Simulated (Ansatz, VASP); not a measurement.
Hf3SnS8: VASP beside Ansatz

```
CELL_PARAMETERS angstrom
7.34927 0.00000 0.00000
-3.67463 6.36465 0.00000
0.00000 0.00000 6.89522
ATOMIC_POSITIONS crystal
Hf 0.00000 0.50000 0.00000
Hf 0.50000 0.00000 0.00000
Hf 0.50000 0.50000 0.00000
Sn 0.00000 0.00000 0.00000
S 0.16860 0.33720 0.21203
S 0.16860 0.83140 0.21203
S 0.66667 0.33333 0.20818
S 0.66280 0.83140 0.21203
S 0.33720 0.16860 0.78797
S 0.33333 0.66667 0.79182
S 0.83140 0.16860 0.78797
S 0.83140 0.66280 0.78797
```

Alike in both runs: task single point; functional PBE; k mesh 3 × 3 × 4; occupations gaussian, width 0.1 eV; no spin polarisation.

```csv
,VASP,Ansatz
version,VASP 6.6.1,Ansatz 0.2.0
potentials or method,"VASP PAW PBE potentials, release 64 (Hf_pv, Sn_d, S), cutoff 520 eV","scalar-relativistic, plane waves, PAW"
valence electrons in the cell,92,140
```

|  | VASP | Ansatz | Ansatz less VASP |
| --- | --- | --- | --- |
| gap on the k mesh at the Fermi level (eV) | 0.09 | 0.07 | -0.018 |
| least direct gap on the mesh (eV) | 0.09 | 0.07 | -0.018 |
| pressure (GPa) | -0.3 | 0.1 | +0.41 |
| traceless stress, the component that is largest in VASP (GPa) | -0.01 | -0.08 | -0.069 |
| rms of the force components (eV/Å) | 0.029 | 0.005 | -0.0237 |

Atom by atom the forces differ by 0.027 eV/Å (rms over components). VASP's potentials hold 92 valence electrons a cell and Ansatz's 140, so a difference there can come from the potentials and not from the codes.

Spin-orbit coupling is off throughout.
